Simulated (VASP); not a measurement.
Runs of VASP 6.6.1 on Na. The structure is tetragonal, space group I4/mmm (No. 139). The conventional cell has a = 3.777 Å, b = 3.777 Å, c = 5.275 Å, α = 90.00°, β = 90.00°, γ = 90.00°. Within 4.9 Å of Na (site symmetry 4/mmm) lie 12 Na at 3.75 to 3.78 Å. 

```tsv
level	spin	k mesh	cutoff (eV)	smearing	gap on the mesh (eV)	pressure (GPa)	moment (μB)
BLYP	off	2 × 2 × 2	500	fermi-dirac 0.00861733 eV	none	(a)	-
PBEsol	off	6 × 1 × 1	500	fermi-dirac 0.0680285 eV	none	-4.3	-
PBE	off	4 × 4 × 4	520	gaussian 0.1 eV	none	0.1	-
PBE	off	3 × 1 × 2	500	gaussian 0.1 eV	none	-2.1	-
PBE+D3(BJ)	collinear, zero start	1 × 4 × 5, shifted	520	fermi-dirac 0.1 eV	none	2.4	0.00
PBE	off	2 × 2 × 2, shifted	500	gaussian 0.1 eV	none	0.0	-
PBE+D3(BJ)	off	6 × 6 × 6	520	gaussian 0.1 eV	none	-0.7	-
PBE	off	3 × 3 × 4	500	fermi-dirac 0.014 eV	none	(b)	-
PBE	off	2 × 2 × 2	500	gaussian 0.1 eV	none	1.2	-
PBE	off	6 × 6 × 6	520	fermi-dirac 0.25852 eV	none	0.0	-
PBE	off	6 × 6 × 6	520	gaussian 0.1 eV	none	-0.2	-
PBE	collinear, zero start	5 × 5 × 6	520	gaussian 0.1 eV	none	-0.1	0.00
```

Alike in all rows: task single point; potentials or basis VASP PAW PBE potentials, release 64 (Na_pv); cell as given.

Problem. Estimate the missing entries.

Solution. (a) 1.1; (b) -0.3.

Caveats: all runs use coarse meshes; the PAW data sets were made with another functional, which shifts forces and pressure a little (some runs); pairwise dispersion overbinds metals, which lowers pressure and volume (some runs).

A gap of «none» marks levels without a gap at the run's occupations.
